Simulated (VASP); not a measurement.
A run of VASP 6.6.1 is set up as follows.

Contents of INCAR:

```
SYSTEM = Fe
  PREC = Accurate
  ENCUT = 520
  EDIFF = 1E-7
  ISMEAR = -1
  SIGMA = 0.05
  LREAL = .False.
  LASPH = .True.
  NELM = 150
  ALGO = Normal
  ISIF = 2
  LWAVE = .False.
  LCHARG = .False.
  ISPIN = 2
  MAGMOM = 1.988
  LORBIT = 11
  LMAXMIX = 4
  NBANDS = 14
```

KPOINTS

```
Automatic mesh
0
Gamma
  26 26 26
  0 0 0
```

Contents of POSCAR:

```
Fe
1.0
   -1.3369190656      1.3369190656      1.3369190656
    1.3369190656     -1.3369190656      1.3369190656
    1.3369190656      1.3369190656     -1.3369190656
Fe
1
Direct
    0.0000000000      0.0000000000      0.0000000000
```

Potentials or basis: VASP PAW LDA potentials, release 64 (Fe).

The run is started by

```sh
$ cat potpaw_LDA.64/Fe/POTCAR > POTCAR
$ mpirun -np 1 vasp_std > vasp.out
```

What does it give for the site moments?

Fe +1.76 μB.

Estimate the net moment.

1.80 μB per cell.

Estimate the pressure.

24.8 GPa.
